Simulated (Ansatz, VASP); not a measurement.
One calculation of MoS2, two programs

POSCAR

```
MoS2
1.0
    3.2999407265      0.0000000000      0.0000000000
   -1.6499703633      2.8578325001      0.0000000000
    0.0000000000      0.0000000000     12.2396518206
Mo S
2 4
Direct
    0.3333333333      0.6666666667      0.2500000000
    0.6666666667      0.3333333333      0.7500000000
    0.6666666667      0.3333333333      0.3739781893
    0.6666666667      0.3333333333      0.1260218107
    0.3333333333      0.6666666667      0.8739781893
    0.3333333333      0.6666666667      0.6260218107
```

The input INCAR.step1:

```
  PREC = Accurate
  ENCUT = 520
  ISMEAR = 0
  SIGMA = 0.01
  LREAL = F
  LASPH = T
  NELM = 60
  NBANDS = 35
  GGA = PE
  ALGO = Normal
  EDIFF = 1E-4
  LWAVE = T
  LCHARG = F
```

Contents of INCAR.step2:

```
  PREC = Accurate
  ENCUT = 520
  EDIFF = 1E-7
  ISMEAR = 0
  SIGMA = 0.01
  LREAL = F
  LASPH = T
  NELM = 60
  ALGO = Normal
  ISIF = 2
  LWAVE = F
  LCHARG = F
  METAGGA = R2SCAN
  LMIXTAU = T
  NBANDS = 35
  ISTART = 1
```

KPOINTS

```
regular mesh
0
Gamma
  12 12 2
```

Input for Ansatz:

```yaml
crystal:
  lattice:
    - [3.2999407265, 0.0, 0.0]
    - [-1.6499703633, 2.8578325001, 0.0]
    - [0.0, 0.0, 12.2396518206]
  atoms:
    - { symbol: Mo, position: [0.3333333333, 0.6666666667, 0.25] }
    - { symbol: Mo, position: [0.6666666667, 0.3333333333, 0.75] }
    - { symbol: S, position: [0.6666666667, 0.3333333333, 0.3739781893] }
    - { symbol: S, position: [0.6666666667, 0.3333333333, 0.1260218107] }
    - { symbol: S, position: [0.3333333333, 0.6666666667, 0.8739781893] }
    - { symbol: S, position: [0.3333333333, 0.6666666667, 0.6260218107] }
kpoints:
  mp_grid: { grid: [12, 12, 2] }
  band_path:
    path:
      - [0.0, 0.0, 0.0]
      - [0.5, 0.0, 0.0]
      - [0.3333333333, 0.3333333333, 0.0]
      - [0.0, 0.0, 0.5]
      - [0.5, 0.0, 0.5]
      - [0.3333333333, 0.3333333333, 0.5]
      - [0.333333, 0.333333, 0.291667]
    npoints: 1
hamiltonian:
  xc: r2scan
scf:
  occupations: { method: fixed }
  n_extra_bands: 5
output:
  forces: true
  stress: true
  eigenvalues: true
```

Change from the starting cell: epitaxial_xy strain +4.0%.

Alike in both runs: task single point; functional r2SCAN; k mesh 12 × 12 × 2; no spin polarisation.

```csv
,VASP,Ansatz
version,VASP 6.6.1,Ansatz 0.2.0
potentials or method,"VASP PAW PBE potentials, release 64 (Mo_sv, S)","plane waves, PAW"
plane-wave cutoff (eV),520,500
occupations,"gaussian, width 0.01 eV",fixed
valence electrons in the cell,52,52
```

```csv
,VASP,Ansatz,Ansatz less VASP
gap on the k mesh at the Fermi level (eV),0.34,0.32,-0.018
pressure (GPa),-5.6,-5.6,-0.03
"traceless stress, the component that is largest in VASP (GPa)",6.58,6.63,+0.053
rms of the force components (eV/Å),0.023,0.024,+0.0006
```

VASP's potentials were made for PBE, not for r2SCAN. Atom by atom the forces differ by 0.001 eV/Å (rms over components).
